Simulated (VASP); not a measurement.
# CsPbCl3 (Pm-3m) in VASP: notebook

The runs below take CsPbCl3 through single point, relaxation of cell and atoms, with PBE.

Everything below comes from runs of VASP 6.6.1. Logs are shortened: lines on timing, memory, paths and dates and some standing lists are left out, and cuts for length are marked.

## (1) The cell of the first run

The structure is cubic, space group Pm-3m (No. 221). Conventional cell: a = 5.735 Å, b = 5.735 Å, c = 5.735 Å, α = 90.00°, β = 90.00°, γ = 90.00°. Cs (site symmetry m-3m) has 12 Cl at 4.06 Å and 8 Pb at 4.97 Å within 5.3 Å. Within 3.8 Å of Pb (site symmetry m-3m) lie 6 Cl at 2.87 Å. Within 3.8 Å of Cl (site symmetry 4/mmm) lie 2 Pb at 2.87 Å.

## (2) Single point, PBE

INCAR reads:

```
ALGO     = Normal         # electronic algorithm
EDIFF    = 1E-7           # SCF threshold, eV
ENCUT    = 520            # plane-wave cutoff, eV
GGA      = PE             # functional
ISIF     = 2              # what is computed and relaxed
ISMEAR   = 0              # smearing method
LASPH    = True           # aspherical terms in the spheres
LCHARG   = False          # write CHGCAR
LREAL    = False          # projectors in reciprocal space
LWAVE    = False          # write WAVECAR
NBANDS   = 30             # bands
NELM     = 60             # most SCF steps
PREC     = Accurate       # precision mode
SIGMA    = 0.02           # smearing width, eV
```

KPOINTS reads:

```
k-points
0
Gamma
  6 6 6
```

POSCAR reads:

```
CsPbCl3
1.0
    5.7352728893      0.0000000000      0.0000000000
    0.0000000000      5.7352728893      0.0000000000
    0.0000000000      0.0000000000      5.7352728893
Cs Pb Cl
1 1 3
Direct
    0.0000000000      0.0000000000      0.0000000000
    0.5000000000      0.5000000000      0.5000000000
    0.0000000000      0.5000000000      0.5000000000
    0.5000000000      0.0000000000      0.5000000000
    0.5000000000      0.5000000000      0.0000000000
```

Potentials or basis: VASP PAW PBE potentials, release 64 (Cs_sv, Pb_d, Cl).

The run is started by

```console
$ cat potpaw_PBE.64/Cs_sv/POTCAR potpaw_PBE.64/Pb_d/POTCAR potpaw_PBE.64/Cl/POTCAR > POTCAR
$ mpirun -np 1 vasp_std > vasp.out
```

OUTCAR:

```text
EDIFF = 1E-7
   ENCUT = 520
   GGA = PE
   ISIF = 2
   ISMEAR = 0
   LASPH = True
   LREAL = False
   NELM = 60
   PREC = Accurate

 ion  position               nearest neighbor table
   1  0.000  0.000  0.000-
   2  0.500  0.500  0.500-   3 2.87   4 2.87   5 2.87   5 2.87   4 2.87   3 2.87
   3  0.000  0.500  0.500-   2 2.87   2 2.87
   4  0.500  0.000  0.500-   2 2.87   2 2.87
   5  0.500  0.500  0.000-   2 2.87   2 2.87

  LATTYP: Found a simple cubic cell.
 ALAT       =     5.7352728893

  Lattice vectors:

 A1 = (   5.7352728893,   0.0000000000,   0.0000000000)
 A2 = (   0.0000000000,   5.7352728893,   0.0000000000)
 A3 = (   0.0000000000,   0.0000000000,   5.7352728893)

Analysis of symmetry for initial positions (statically):
=====================================================================
 Subroutine PRICEL returns:
 Original cell was already a primitive cell.

 Routine SETGRP: Setting up the symmetry group for a
 simple cubic supercell.

 Subroutine GETGRP returns: Found 48 space group operations
 (whereof 48 operations were pure point group operations)
 out of a pool of 48 trial point group operations.

The static configuration has the point symmetry O_h .

Analysis of symmetry for dynamics (positions and initial velocities):
=====================================================================
 Subroutine PRICEL returns:
 Original cell was already a primitive cell.

 Routine SETGRP: Setting up the symmetry group for a
 simple cubic supercell.

 Subroutine GETGRP returns: Found 48 space group operations
 (whereof 48 operations were pure point group operations)
 out of a pool of 48 trial point group operations.

The dynamic configuration has the point symmetry O_h .

 Subroutine INISYM returns: Found 48 space group operations
 (whereof 48 operations are pure point group operations),
 and found     1 'primitive' translations

----------------------------------------------------------------------------------------

                                     Primitive cell

  volume of cell :     188.6524

  direct lattice vectors                    reciprocal lattice vectors
     5.735272889  0.000000000  0.000000000     0.174359620  0.000000000  0.000000000
     0.000000000  5.735272889  0.000000000     0.000000000  0.174359620  0.000000000
     0.000000000  0.000000000  5.735272889     0.000000000  0.000000000  0.174359620

  length of vectors
     5.735272889  5.735272889  5.735272889     0.174359620  0.174359620  0.174359620

  position of ions in fractional coordinates (direct lattice)
     0.000000000  0.000000000  0.000000000
     0.500000000  0.500000000  0.500000000
     0.000000000  0.500000000  0.500000000
     0.500000000  0.000000000  0.500000000
     0.500000000  0.500000000  0.000000000

  ion indices of the primitive-cell ions
   primitive index   ion index
                 1           1
                 2           2
                 3           3
                 4           4
                 5           5

----------------------------------------------------------------------------------------

 KPOINTS: k-points

Automatic generation of k-mesh.
 Grid dimensions read from file:
 generate k-points for:    6    6    6

 Generating k-lattice:

  Cartesian coordinates                     Fractional coordinates (reciprocal lattice)
     0.029059937  0.000000000  0.000000000     0.166666667  0.000000000  0.000000000
     0.000000000  0.029059937  0.000000000     0.000000000  0.166666667  0.000000000
     0.000000000  0.000000000  0.029059937     0.000000000  0.000000000  0.166666667

  Length of vectors
     0.029059937  0.029059937  0.029059937

  Shift w.r.t. Gamma in fractional coordinates (k-lattice)
     0.000000000  0.000000000  0.000000000

 Subroutine IBZKPT returns following result:
 ===========================================

 Found     20 irreducible k-points:

 Following reciprocal coordinates:
            Coordinates               Weight
  0.000000  0.000000  0.000000      1.000000
  0.166667  0.000000  0.000000      6.000000
  0.333333  0.000000  0.000000      6.000000
  0.500000  0.000000  0.000000      3.000000
  0.166667  0.166667  0.000000     12.000000
  0.333333  0.166667  0.000000     24.000000
[... 12 lines left out ...]
  0.500000  0.500000  0.333333      6.000000
  0.500000  0.500000  0.500000      1.000000
   k-points           NKPTS =     20   k-points in BZ     NKDIM =     20   number of bands    NBANDS=     30
   number of dos      NEDOS =    301   number of ions     NIONS =      5
   total plane-waves  NPLWV = 110592
   dimension x,y,z NGX =    48 NGY =   48 NGZ =   48
   dimension x,y,z NGXF=    96 NGYF=   96 NGZF=   96
   ions per type =               1   1   3
   NGX,Y,Z   is equivalent  to a cutoff of  13.91, 13.91, 13.91 a.u.
   NGXF,Y,Z  is equivalent  to a cutoff of  27.83, 27.83, 27.83 a.u.
 SYSTEM =  unknown system
   PREC   = accura    normal or accurate (medium, high low for compatibility)
   ISTART =      0    job   : 0-new  1-cont  2-samecut
   ICHARG =      2    charge: 1-file 2-atom 10-const
   ISPIN  =      1    spin polarized calculation?
   LNONCOLLINEAR =      F non collinear calculations
   LSORBIT =      F    spin-orbit coupling
   LASPH  =      T    aspherical Exc in radial PAW
   ENCUT  =  520.0 eV  38.22 Ry    6.18 a.u.  10.66 10.66 10.66*2*pi/ulx,y,z
   NELM   =     60;   NELMIN=  2; NELMDL= -5     # of ELM steps
   EDIFF  = 0.1E-06   stopping-criterion for ELM
   LREAL  =      F    real-space projection
   EDIFFG = 0.1E-05   stopping-criterion for IOM
   NSW    =      0    number of steps for IOM
   IBRION =     -1    ionic relax: 0-MD 1-quasi-New 2-CG
   NFREE  =      0    steps in history (QN), initial steepest desc. (CG)
   ISIF   =      2    stress and relaxation
   ISYM   =      2    0-nonsym 1-usesym 2-fastsym
   POTIM  = 0.5000    time-step for ionic-motion
   TEBEG  =    0.0;   TEEND  =   0.0 temperature during run
   PSTRESS=    0.0 pullay stress
   NELECT =      44.0000    total number of electrons
   NUPDOWN=      -1.0000    fix difference up-down
   EMIN   =  10.00;   EMAX   =-10.00  energy-range for DOS
   EFERMI =   0.00;   METHOD = LEGACY
   ISMEAR =     0;   SIGMA  =   0.02  broadening in eV -4-tet -1-fermi 0-gaus
   EFERMI_NEDOS =   21; number of points for ismear=-14 and -15
   IALGO  =     38    algorithm
   IMIX   =      4    mixing-type and parameters
     AMIX     =   0.40;   BMIX     =  1.00
     AMIX_MAG =   1.60;   BMIX_MAG =  1.00
  volume/ion in A,a.u.               =      37.73       254.62
  Fermi-wavevector in a.u.,A,eV,Ry     =   1.007716  1.904308 13.816611  1.015492
  Thomas-Fermi vector in A             =   2.140539
   LORBIT       =      0    0 simple, 1 ext, 2 COOP (PROOUT), +10 PAW based schemes
   GGA     = PE    functional components
   LHFCALC =     F    Hartree Fock is set to
   AEXX    =    0.0000 exact exchange contribution
   IVDW    =     0    specifies the selected vdW correction
   LEPSILON=     F    determine dielectric tensor
   LRPA    =     F    only Hartree local field effects (RPA)
 non-spin polarized calculation
 Gauss-broadening in eV      SIGMA  =   0.02
  energy-cutoff  :      520.00
  volume of cell :      188.65
 maximum number of plane-waves:      5112
 NGX is ok and might be reduce to    48
   NGX = 21   NGY = 21   NGZ = 21

 number of electron      44.0000012 magnetization

 Free energy of the ion-electron system (eV)
  ---------------------------------------------------
  ext. energy  EPLUGINS =         0.00000000
  ---------------------------------------------------
  free energy    TOTEN  =       -17.56538435 eV

  energy without entropy =      -17.56538435  energy(sigma->0) =      -17.56538435

 E-fermi :   1.0443     XC(G=0):  -7.5291

 val. band max:        0.9575343720   @ k =   0.5000   0.5000   0.5000
 cond. band min:       3.1743729099   @ k =   0.5000   0.5000   0.5000
 fundamental gap:      2.2168385378
 Fermi energy:         1.0443203984

 k-point     1 :       0.0000    0.0000    0.0000
  band No.  band energies     occupation
      1     -20.0751      2.00000
      2     -15.5486      2.00000
      3     -15.5486      2.00000
      4     -15.3902      2.00000
      5     -15.3902      2.00000
      6     -15.3902      2.00000
[... 22 lines left out ...]
     29       7.0113      0.00000
     30       7.0113      0.00000

 k-point     2 :       0.1667    0.0000    0.0000
  band No.  band energies     occupation
      1     -20.0748      2.00000
      2     -15.5486      2.00000
      3     -15.5312      2.00000
      4     -15.3905      2.00000
      5     -15.3905      2.00000
      6     -15.3903      2.00000
[... 22 lines left out ...]
     29       6.6798      0.00000
     30       7.1825      0.00000

 k-point     3 :       0.3333    0.0000    0.0000
  band No.  band energies     occupation
      1     -20.0740      2.00000
      2     -15.5485      2.00000
      3     -15.4957      2.00000
      4     -15.3910      2.00000
      5     -15.3910      2.00000
      6     -15.3903      2.00000
[... 22 lines left out ...]
     29       6.9040      0.00000
     30       7.6551      0.00000

 k-point     4 :       0.5000    0.0000    0.0000
  band No.  band energies     occupation
      1     -20.0737      2.00000
      2     -15.5485      2.00000
      3     -15.4775      2.00000
      4     -15.3912      2.00000
      5     -15.3912      2.00000
      6     -15.3902      2.00000
[... 484 lines left out ...]
     29       7.1185      0.00000
     30       7.5086      0.00000

 k-point    19 :       0.5000    0.5000    0.3333
  band No.  band energies     occupation
      1     -20.0717      2.00000
      2     -15.4551      2.00000
      3     -15.4342      2.00000
      4     -15.3922      2.00000
      5     -15.3920      2.00000
      6     -15.3920      2.00000
[... 22 lines left out ...]
     29       6.9644      0.00000
     30       7.6875      0.00000

 k-point    20 :       0.5000    0.5000    0.5000
  band No.  band energies     occupation
      1     -20.0714      2.00000
      2     -15.4342      2.00000
      3     -15.4342      2.00000
      4     -15.3922      2.00000
      5     -15.3922      2.00000
      6     -15.3922      2.00000
[... 22 lines left out ...]
     29       6.8611      0.00000
     30       8.0006      0.00000

------------------------ aborting loop because EDIFF is reached ----------------------------------------

  FORCE on cell =-STRESS in cart. coord.  units (eV):
  Direction    XX          YY          ZZ          XY          YZ          ZX
  --------------------------------------------------------------------------------------
  -------------------------------------------------------------------------------------
  Total       -0.0474732     -0.0474732     -0.0474732      0.0000000     -0.0000000      0.0000000
  in kB       -0.4031778     -0.4031778     -0.4031778      0.0000000     -0.0000000      0.0000000
  external PRESSURE =      -0.4031778 kB  Pullay stress =       0.0000000 kB

 VOLUME and BASIS-vectors are now :
 -----------------------------------------------------------------------------
  energy-cutoff  :      520.00
  volume of cell :      188.65
      direct lattice vectors                 reciprocal lattice vectors
     5.735272889  0.000000000  0.000000000     0.174359620  0.000000000  0.000000000
     0.000000000  5.735272889  0.000000000     0.000000000  0.174359620  0.000000000
     0.000000000  0.000000000  5.735272889     0.000000000  0.000000000  0.174359620

 POSITION                                       TOTAL-FORCE (eV/Angst)
 -----------------------------------------------------------------------------------
      0.00000      0.00000      0.00000         0.000000      0.000000      0.000000
      2.86764      2.86764      2.86764         0.000000      0.000000      0.000000
      0.00000      2.86764      2.86764         0.000000      0.000000      0.000000
      2.86764      0.00000      2.86764         0.000000      0.000000      0.000000
      2.86764      2.86764      0.00000         0.000000      0.000000      0.000000
 -----------------------------------------------------------------------------------
    total drift:                                0.000000     -0.000000     -0.000000

  FREE ENERGIE OF THE ION-ELECTRON SYSTEM (eV)
  ---------------------------------------------------
  free  energy   TOTEN  =       -17.5653843545 eV

  energy  without entropy=      -17.5653843545  energy(sigma->0) =      -17.56538435
```

Run time: 1.8 min. Hardware: 1 thread of Intel Xeon Platinum 8488C (Sapphire Rapids), shared host; peak memory 0.38 GiB.

Results:

```yaml
Free_energy: -17.5654 eV
Pressure: 0.0 GPa
Band_gap_on_the_k_mesh: 2.22 eV
```

Caveat: spin-orbit coupling is left out, which moves the levels of the heavy elements.

## (3) Relaxation of cell and atoms, PBE

This run uses another cell than the first one, of 35.22 Å³/atom.

INCAR reads:

```
SYSTEM = CsPbCl3
PREC = Accurate
ENCUT = 600
EDIFF = 1E-7
ISMEAR = 0
SIGMA = 0.02
LREAL = .FALSE.
LASPH = .TRUE.
NELM = 60
ALGO = Normal
ISIF = 3
LWAVE = .FALSE.
LCHARG = .FALSE.
GGA = PE
IBRION = 2
NSW = 100
EDIFFG = -0.005
```

KPOINTS reads:

```
Automatic mesh
0
G
  6 6 6
  0 0 0
```

Changes to POSCAR since step 2:

```diff
@@ -2,5 +2,5 @@
 1.0
-    5.7352728893      0.0000000000      0.0000000000
-    0.0000000000      5.7352728893      0.0000000000
-    0.0000000000      0.0000000000      5.7352728893
+    5.6050000000      0.0000000000      0.0000000000
+    0.0000000000      5.6050000000      0.0000000000
+    0.0000000000      0.0000000000      5.6050000000
 Cs Pb Cl
```

Potentials or basis: VASP PAW PBE potentials, release 64 (Cs_sv, Pb_d, Cl).

The run is started by

```console
$ cat potpaw_PBE.64/Cs_sv/POTCAR potpaw_PBE.64/Pb_d/POTCAR potpaw_PBE.64/Cl/POTCAR > POTCAR
$ mpirun -np 1 vasp_std > vasp.out
```

OUTCAR:

```text
SYSTEM = CsPbCl3
   PREC = Accurate
   ENCUT = 600
   EDIFF = 1E-7
   ISMEAR = 0
   LREAL = .FALSE.
   LASPH = .TRUE.
   NELM = 60
   ISIF = 3
   GGA = PE
   IBRION = 2
   NSW = 100
   EDIFFG = -0.005

 ion  position               nearest neighbor table
   1  0.000  0.000  0.000-
   2  0.500  0.500  0.500-   3 2.80   4 2.80   5 2.80   5 2.80   4 2.80   3 2.80
   3  0.000  0.500  0.500-   2 2.80   2 2.80
   4  0.500  0.000  0.500-   2 2.80   2 2.80
   5  0.500  0.500  0.000-   2 2.80   2 2.80

  LATTYP: Found a simple cubic cell.
 ALAT       =     5.6050000000

  Lattice vectors:

 A1 = (   5.6050000000,   0.0000000000,   0.0000000000)
 A2 = (   0.0000000000,   5.6050000000,   0.0000000000)
 A3 = (   0.0000000000,   0.0000000000,   5.6050000000)

Analysis of symmetry for initial positions (statically):
=====================================================================
 Subroutine PRICEL returns:
 Original cell was already a primitive cell.

 Routine SETGRP: Setting up the symmetry group for a
 simple cubic supercell.

 Subroutine GETGRP returns: Found 48 space group operations
[... 153 lines left out ...]
  volume of cell :      176.09
 maximum number of plane-waves:      5910
 NGX is ok and might be reduce to    48
   NGX = 23   NGY = 23   NGZ = 23

--------------------------------------- Ionic step        1  -------------------------------------------

 number of electron      43.9999992 magnetization

 Free energy of the ion-electron system (eV)
  ---------------------------------------------------
  ext. energy  EPLUGINS =         0.00000000
  ---------------------------------------------------
  free energy    TOTEN  =       -17.50059762 eV

  energy without entropy =      -17.50059762  energy(sigma->0) =      -17.50059762

------------------------ aborting loop because EDIFF is reached ----------------------------------------

  FORCE on cell =-STRESS in cart. coord.  units (eV):
  Direction    XX          YY          ZZ          XY          YZ          ZX
  --------------------------------------------------------------------------------------
  -------------------------------------------------------------------------------------
  Total        1.9397306      1.9397306      1.9397306      0.0000000      0.0000000      0.0000000
  in kB       17.6492053     17.6492053     17.6492053      0.0000000      0.0000000      0.0000000
  external PRESSURE =      17.6492053 kB  Pullay stress =       0.0000000 kB
[... 65 lines left out ...]
--------------------------------------- Ionic step        3  -------------------------------------------

 number of electron      44.0000012 magnetization

 Free energy of the ion-electron system (eV)
  ---------------------------------------------------
  ext. energy  EPLUGINS =         0.00000000
  ---------------------------------------------------
  free energy    TOTEN  =       -17.56486203 eV

  energy without entropy =      -17.56486203  energy(sigma->0) =      -17.56486203

 E-fermi :   1.0783     XC(G=0):  -7.5293

 val. band max:        0.9575550254   @ k =   0.5000   0.5000   0.5000
 cond. band min:       3.1745239141   @ k =   0.5000   0.5000   0.5000
 fundamental gap:      2.2169688887
 Fermi energy:         1.0783272765

 k-point     1 :       0.0000    0.0000    0.0000
  band No.  band energies     occupation
      1     -20.0752      2.00000
      2     -15.5485      2.00000
      3     -15.5485      2.00000
      4     -15.3901      2.00000
      5     -15.3901      2.00000
      6     -15.3901      2.00000
[... 601 lines left out ...]
  FREE ENERGIE OF THE ION-ELECTRON SYSTEM (eV)
  ---------------------------------------------------
  free  energy   TOTEN  =       -17.5648620264 eV

  energy  without entropy=      -17.5648620264  energy(sigma->0) =      -17.56486203

 reached required accuracy - stopping structural energy minimisation
```

Run time: 4 min. Hardware: 1 thread of Intel Xeon Platinum 8488C (Sapphire Rapids), shared host; peak memory 0.4 GiB.

Results:

```
Free energy                           : -17.5649 eV
Relaxed volume                        : 37.73 Å³/atom
Relaxed cell                          : a = 5.735 Å, b = 5.735 Å, c = 5.735 Å, α = 90.00°, β = 90.00°, γ = 90.00°
Space group after relaxing (to 0.1 Å) : Pm-3m (No. 221)
Energy gained by relaxing             : 12.9 meV/atom
Ionic steps                           : 3
Pressure after relaxing               : 0.0 GPa
Band gap on the k mesh                : 2.22 eV
```

Step by step:
| step | energy change (eV) | largest force (eV/Å) | pressure (GPa) | volume (Å³) |
| --- | --- | --- | --- | --- |
| 1 | 0.0000 | 0.0000 | 1.76 | 176.09 |
| 2 | -0.0622 | 0.0000 | 0.29 | 186.16 |
| 3 | -0.0643 | 0.0000 | -0.01 | 188.65 |

Final structure:
```cif
data_structure
_symmetry_space_group_name_H-M 'P 1'
_symmetry_Int_Tables_number 1
_cell_length_a 5.7352
_cell_length_b 5.7352
_cell_length_c 5.7352
_cell_angle_alpha 90.000
_cell_angle_beta 90.000
_cell_angle_gamma 90.000
_cell_volume 188.65
loop_
_atom_site_label
_atom_site_type_symbol
_atom_site_fract_x
_atom_site_fract_y
_atom_site_fract_z
_atom_site_occupancy
Cs1 Cs 0.00000 0.00000 0.00000 1
Pb1 Pb 0.50000 0.50000 0.50000 1
Cl1 Cl 0.00000 0.50000 0.50000 1
Cl2 Cl 0.50000 0.00000 0.50000 1
Cl3 Cl 0.50000 0.50000 0.00000 1
```

Levels at points of the mesh, in eV from the valence-band top:
| k point | band 18 | band 19 | band 20 | band 21 | band 22 | band 23 | band 24 | band 25 | band 26 |
| --- | --- | --- | --- | --- | --- | --- | --- | --- | --- |
| (0.00, 0.00, 0.00) | -2.12 | -2.12 | -2.04 | -2.04 | -2.04 | 3.67 | 4.75 | 4.75 | 5.64 |
| (0.50, 0.00, 0.00) | -2.22 | -2.22 | -2.13 | -2.13 | -1.43 | 3.15 | 4.99 | 5.40 | 5.40 |
| (0.50, 0.50, 0.00) | -2.31 | -2.28 | -2.28 | -1.75 | -0.70 | 2.72 | 2.72 | 5.04 | 5.71 |
| (0.50, 0.50, 0.50) | -2.30 | -1.75 | -1.75 | -1.75 | 0.00 | 2.22 | 2.22 | 2.22 | 5.44 |

Caveat: spin-orbit coupling is left out, which moves the levels of the heavy elements. PBE usually gives volumes a little too large and moduli too small.
